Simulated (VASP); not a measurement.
# Cd (Fd-3m) in VASP: a series of runs, part 2 of 3

VASP 6.6.1.

**3. Relaxation of cell and atoms, PBE, target pressure 0.046 GPa, at which the enthalpy is minimised**

This run uses another cell than the first one, of 28.49 Å³/atom.

Input file INCAR:

```
SYSTEM = Cd
PREC = Accurate
ENCUT = 600
EDIFF = 1E-7
ISMEAR = -1
SIGMA = 0.08
LREAL = .FALSE.
LASPH = .TRUE.
NELM = 80
ALGO = Normal
ISIF = 3
LWAVE = .FALSE.
LCHARG = .FALSE.
GGA = PE
IBRION = 2
NSW = 60
EDIFFG = -0.005
PSTRESS = 0.45999999999999996
```

Input file KPOINTS:

```
Automatic mesh
0
G
  11 11 11
  0 0 0
```

Input file POSCAR:

```
Cd
1.0
    0.0000000000      3.0543208506      3.0543208506
    3.0543208506      0.0000000000      3.0543208506
    3.0543208506      3.0543208506      0.0000000000
Cd
2
Direct
   -0.1250000000     -0.1250000000     -0.1250000000
    0.1250000000      0.1250000000      0.1250000000
```

Potentials or basis: VASP PAW PBE potentials, release 64 (Cd).

Launch:

```bash
> cat potpaw_PBE.64/Cd/POTCAR > POTCAR
> mpirun -np 1 vasp_std > vasp.out
```

OUTCAR:

```text
SYSTEM = Cd
   PREC = Accurate
   ENCUT = 600
   EDIFF = 1E-7
   ISMEAR = -1
   LREAL = .FALSE.
   LASPH = .TRUE.
   NELM = 80
   ISIF = 3
   GGA = PE
   IBRION = 2
   NSW = 60
   EDIFFG = -0.005
   PSTRESS = 0.45999999999999996

 ion  position               nearest neighbor table
   1  0.875  0.875  0.875-   2 2.65   2 2.65   2 2.65   2 2.65
   2  0.125  0.125  0.125-   1 2.65   1 2.65   1 2.65   1 2.65

  LATTYP: Found a face centered cubic cell.
 ALAT       =     6.1086417012

  Lattice vectors:

 A1 = (   0.0000000000,   3.0543208506,   3.0543208506)
 A2 = (   3.0543208506,   0.0000000000,   3.0543208506)
 A3 = (   3.0543208506,   3.0543208506,   0.0000000000)

Analysis of symmetry for initial positions (statically):
=====================================================================
 Subroutine PRICEL returns:
 Original cell was already a primitive cell.

 Routine SETGRP: Setting up the symmetry group for a
 face centered cubic supercell.

 Subroutine GETGRP returns: Found 48 space group operations
 (whereof 12 operations were pure point group operations)
 out of a pool of 48 trial point group operations.

The static configuration has the point symmetry D_3d.
 The point group associated with its full space group is O_h .

Analysis of symmetry for dynamics (positions and initial velocities):
=====================================================================
 Subroutine PRICEL returns:
 Original cell was already a primitive cell.

 Routine SETGRP: Setting up the symmetry group for a
 face centered cubic supercell.

 Subroutine GETGRP returns: Found 48 space group operations
 (whereof 12 operations were pure point group operations)
 out of a pool of 48 trial point group operations.

The dynamic configuration has the point symmetry D_3d.
 The point group associated with its full space group is O_h .

 Subroutine INISYM returns: Found 48 space group operations
 (whereof 12 operations are pure point group operations),
 and found     1 'primitive' translations

----------------------------------------------------------------------------------------

                                     Primitive cell

  volume of cell :      56.9868

  direct lattice vectors                    reciprocal lattice vectors
     0.000000000  3.054320851  3.054320851    -0.163702513  0.163702513  0.163702513
     3.054320851  0.000000000  3.054320851     0.163702513 -0.163702513  0.163702513
     3.054320851  3.054320851  0.000000000     0.163702513  0.163702513 -0.163702513

  length of vectors
     4.319461971  4.319461971  4.319461971     0.283541071  0.283541071  0.283541071

  position of ions in fractional coordinates (direct lattice)
     0.875000000  0.875000000  0.875000000
     0.125000000  0.125000000  0.125000000

  ion indices of the primitive-cell ions
   primitive index   ion index
                 1           1
                 2           2

----------------------------------------------------------------------------------------

 KPOINTS: Automatic mesh

Automatic generation of k-mesh.
 Grid dimensions read from file:
 generate k-points for:   11   11   11

 Generating k-lattice:

  Cartesian coordinates                     Fractional coordinates (reciprocal lattice)
[... 43 lines left out ...]
   number of dos      NEDOS =    301   number of ions     NIONS =      2
   total plane-waves  NPLWV =  46656
   dimension x,y,z NGX =    36 NGY =   36 NGZ =   36
   dimension x,y,z NGXF=    72 NGYF=   72 NGZF=   72
   ions per type =               2
   NGX,Y,Z   is equivalent  to a cutoff of  13.86, 13.86, 13.86 a.u.
   NGXF,Y,Z  is equivalent  to a cutoff of  27.71, 27.71, 27.71 a.u.
 SYSTEM =  Cd
   PREC   = accura    normal or accurate (medium, high low for compatibility)
   ISTART =      0    job   : 0-new  1-cont  2-samecut
   ICHARG =      2    charge: 1-file 2-atom 10-const
   ISPIN  =      1    spin polarized calculation?
   LNONCOLLINEAR =      F non collinear calculations
   LSORBIT =      F    spin-orbit coupling
   LASPH  =      T    aspherical Exc in radial PAW
   ENCUT  =  600.0 eV  44.10 Ry    6.64 a.u.   8.63  8.63  8.63*2*pi/ulx,y,z
   NELM   =     80;   NELMIN=  2; NELMDL= -5     # of ELM steps
   EDIFF  = 0.1E-06   stopping-criterion for ELM
   LREAL  =      F    real-space projection
   EDIFFG = -.5E-02   stopping-criterion for IOM
   NSW    =     60    number of steps for IOM
   IBRION =      2    ionic relax: 0-MD 1-quasi-New 2-CG
   NFREE  =      1    steps in history (QN), initial steepest desc. (CG)
   ISIF   =      3    stress and relaxation
   ISYM   =      2    0-nonsym 1-usesym 2-fastsym
   POTIM  = 0.5000    time-step for ionic-motion
   TEBEG  =    0.0;   TEEND  =   0.0 temperature during run
   PSTRESS=    0.5 pullay stress
   NELECT =      24.0000    total number of electrons
   NUPDOWN=      -1.0000    fix difference up-down
   EMIN   =  10.00;   EMAX   =-10.00  energy-range for DOS
   EFERMI =   0.00;   METHOD = LEGACY
   ISMEAR =    -1;   SIGMA  =   0.08  broadening in eV -4-tet -1-fermi 0-gaus
   EFERMI_NEDOS =   21; number of points for ismear=-14 and -15
   IALGO  =     38    algorithm
   IMIX   =      4    mixing-type and parameters
     AMIX     =   0.40;   BMIX     =  1.00
     AMIX_MAG =   1.60;   BMIX_MAG =  1.00
  volume/ion in A,a.u.               =      28.49       192.28
  Fermi-wavevector in a.u.,A,eV,Ry     =   1.227121  2.318922 20.487993  1.505825
  Thomas-Fermi vector in A             =   2.362096
   LORBIT       =      0    0 simple, 1 ext, 2 COOP (PROOUT), +10 PAW based schemes
   GGA     = PE    functional components
   LHFCALC =     F    Hartree Fock is set to
   AEXX    =    0.0000 exact exchange contribution
   IVDW    =     0    specifies the selected vdW correction
   LEPSILON=     F    determine dielectric tensor
   LRPA    =     F    only Hartree local field effects (RPA)
 conjugate gradient relaxation of ions
 non-spin polarized calculation
  energy-cutoff  :      600.00
  volume of cell :       56.99
 maximum number of plane-waves:      1917
   NGX = 17   NGY = 17   NGZ = 17

--------------------------------------- Ionic step        1  -------------------------------------------

 number of electron      23.9999995 magnetization

 Free energy of the ion-electron system (eV)
  ---------------------------------------------------
  ext. energy  EPLUGINS =         0.00000000
  ---------------------------------------------------
  free energy    TOTEN  =        -0.45659081 eV

  energy without entropy =       -0.44004628  energy(sigma->0) =       -0.44831854

------------------------ aborting loop because EDIFF is reached ----------------------------------------

  FORCE on cell =-STRESS in cart. coord.  units (eV):
  Direction    XX          YY          ZZ          XY          YZ          ZX
  --------------------------------------------------------------------------------------
  -------------------------------------------------------------------------------------
  Total        3.3143714      3.3143714      3.3143714      0.0000000      0.0000000      0.0000000
  in kB       93.1832368     93.1832368     93.1832368      0.0000000      0.0000000      0.0000000
  external PRESSURE =      92.7232368 kB  Pullay stress =       0.4600000 kB
[... 97 lines left out ...]
  energy  without entropy=       -0.8184253745  energy(sigma->0) =       -0.83152672

  enthalpy is  TOTEN    =        -0.8234680833 eV   P V=        0.0211599884

 E-fermi :  -0.0122     XC(G=0):  -7.9287

 val. band max:       -0.0228411179   @ k =  -0.2727   0.2727   0.0000
 cond. band min:       0.0644305938   @ k =  -0.3636   0.4545   0.0909
 fundamental gap:      0.0872717117
 Fermi energy:        -0.0121856178

 k-point     1 :       0.0000    0.0000    0.0000
  band No.  band energies     occupation
      1      -9.0880      2.00000
      2      -9.0880      2.00000
      3      -9.0880      2.00000
      4      -9.0386      2.00000
      5      -9.0386      2.00000
      6      -8.4560      2.00000
[... 435 lines left out ...]
      5      -8.8782      2.00000
      6      -8.5696      2.00000
[... 8 lines left out ...]
     15       5.1654      0.00000
     16       6.2182      0.00000

 [... further k-points ...]

[... ionic steps 4 to 18 ...]

--------------------------------------- Ionic step       19  -------------------------------------------

 number of electron      23.9999995 magnetization

------------------------ aborting loop because EDIFF is reached ----------------------------------------
[... 71 lines left out ...]
--------------------------------------- Ionic step       21  -------------------------------------------

 number of electron      23.9999994 magnetization

 Free energy of the ion-electron system (eV)
  ---------------------------------------------------
  ext. energy  EPLUGINS =         0.00000000
  ---------------------------------------------------
  free energy    TOTEN  =        -0.84695908 eV

  energy without entropy =       -0.82069736  energy(sigma->0) =       -0.83382822

 E-fermi :   0.0851     XC(G=0):  -8.0705

 val. band max:        0.0651194633   @ k =   0.3636   0.2727   0.0909
 cond. band min:       0.1376141975   @ k =  -0.3636   0.4545   0.0909
 fundamental gap:      0.0724947343
 Fermi energy:         0.0850764526

 k-point     1 :       0.0000    0.0000    0.0000
  band No.  band energies     occupation
      1      -9.0336      2.00000
      2      -9.0336      2.00000
      3      -9.0336      2.00000
      4      -8.9822      2.00000
      5      -8.9822      2.00000
      6      -8.3614      2.00000
[... 480 lines left out ...]
  energy  without entropy=       -0.8206973633  energy(sigma->0) =       -0.83382822

  enthalpy is  TOTEN    =        -0.8253204966 eV   P V=        0.0216385838

 reached required accuracy - stopping structural energy minimisation
```

OSZICAR:

```text
N       E                     dE             d eps       ncg     rms          rms(c)
DAV:   1     0.170655132396E+03    0.17066E+03   -0.13722E+04  1792   0.159E+03
DAV:   2     0.318294895837E+01   -0.16747E+03   -0.16364E+03  1840   0.374E+02
DAV:   3    -0.552516684923E+00   -0.37355E+01   -0.37305E+01  2168   0.662E+01
DAV:   4    -0.559145789599E+00   -0.66291E-02   -0.66289E-02  1936   0.258E+00
[... 141 lines left out ...]
DAV:   3    -0.846970972213E+00    0.36474E-04   -0.88737E-05  1944   0.950E-02    0.412E-02
DAV:   4    -0.846959364666E+00    0.11608E-04   -0.64868E-06  1920   0.210E-02    0.272E-03
DAV:   5    -0.846959196584E+00    0.16808E-06   -0.24688E-07  1568   0.490E-03    0.163E-03
DAV:   6    -0.846959088089E+00    0.10849E-06   -0.14391E-07  1592   0.270E-03    0.262E-04
DAV:   7    -0.846959080491E+00    0.75979E-08   -0.77192E-09   896   0.112E-03
  21 F= -.82532050E+00 E0= -.81218964E+00  d E =-.433372E-04
```

CONTCAR:

```text
Cd
   1.00000000000000
    -0.0000000000000000    3.3526163855247857    3.3526163855247857
     3.3526163855247857    0.0000000000000000    3.3526163855247857
     3.3526163855247857    3.3526163855247857    0.0000000000000000
  Cd
     2
Direct
     0.8750000000000000    0.8750000000000000    0.8750000000000000
     0.1250000000000000    0.1250000000000000    0.1250000000000000

  0.00000000E+00  0.00000000E+00  0.00000000E+00
  0.00000000E+00  0.00000000E+00  0.00000000E+00
```

Wall time 3.7 min (1 thread of Intel Xeon 6975P-C (Granite Rapids), shared host); peak memory 0.24 GiB.

What came out:

| Property | Result |
| --- | --- |
| Free energy | -0.8470 eV |
| Relaxed volume | 37.68 Å³/atom |
| Relaxed cell | a = 4.741 Å, b = 4.741 Å, c = 4.741 Å, α = 60.00°, β = 60.00°, γ = 60.00° |
| Space group after relaxing (to 0.1 Å) | Fd-3m (No. 227) |
| Energy change on relaxing (the run minimises the enthalpy) | -195.2 meV/atom |
| Ionic steps | 21 |
| Pressure after relaxing | 0.1 GPa |
| Band gap on the k mesh | zero (bands 12 and 13 overlap by 4.56 eV) |

Step by step:
| step | energy change (eV) | largest force (eV/Å) | pressure (GPa) | volume (Å³) |
| --- | --- | --- | --- | --- |
| 1 | 0.0000 | 0.0000 | 9.32 | 56.99 |
| 2 | -0.3802 | 0.0000 | 0.87 | 71.70 |
| 3 | -0.3880 | 0.0000 | 0.40 | 73.70 |
| 4 | -0.3881 | 0.0000 | -0.35 | 77.82 |
| 5 | -0.3904 | 0.0000 | 0.02 | 75.57 |
| 6 | -0.3903 | 0.0000 | 0.10 | 75.16 |
| 7 | -0.3903 | 0.0000 | 0.11 | 75.16 |
| 8 | -0.3903 | 0.0000 | 0.10 | 75.17 |
| 9 | -0.3903 | 0.0000 | 0.10 | 75.17 |
| 10 | -0.3903 | 0.0000 | 0.10 | 75.17 |
| 11 | -0.3903 | 0.0000 | 0.10 | 75.17 |
| 12 | -0.3903 | 0.0000 | 0.10 | 75.17 |
| 13 | -0.3903 | 0.0000 | 0.10 | 75.17 |
| 14 | -0.3903 | 0.0000 | 0.10 | 75.17 |
| 15 | -0.3903 | 0.0000 | 0.11 | 75.17 |
| 16 | -0.3903 | 0.0000 | 0.10 | 75.17 |
| 17 | -0.3903 | 0.0000 | 0.10 | 75.18 |
| 18 | -0.3903 | 0.0000 | 0.10 | 75.19 |
| 19 | -0.3903 | 0.0000 | 0.09 | 75.22 |
| 20 | -0.3903 | 0.0000 | 0.09 | 75.27 |
| 21 | -0.3904 | 0.0000 | 0.06 | 75.37 |

Final structure:
```cif
data_structure
_symmetry_space_group_name_H-M 'P 1'
_symmetry_Int_Tables_number 1
_cell_length_a 4.7413
_cell_length_b 4.7413
_cell_length_c 4.7413
_cell_angle_alpha 60.000
_cell_angle_beta 60.000
_cell_angle_gamma 60.000
_cell_volume 75.37
loop_
_atom_site_label
_atom_site_type_symbol
_atom_site_fract_x
_atom_site_fract_y
_atom_site_fract_z
_atom_site_occupancy
Cd1 Cd 0.87500 0.87500 0.87500 1
Cd2 Cd 0.12500 0.12500 0.12500 1
```

Caveat: the cell is relaxed towards a set pressure, so the run minimises the enthalpy, not the energy; the volume moved by over 15 % at a fixed basis, so the end points are rough.

(Part 2 of 3 ends here.)
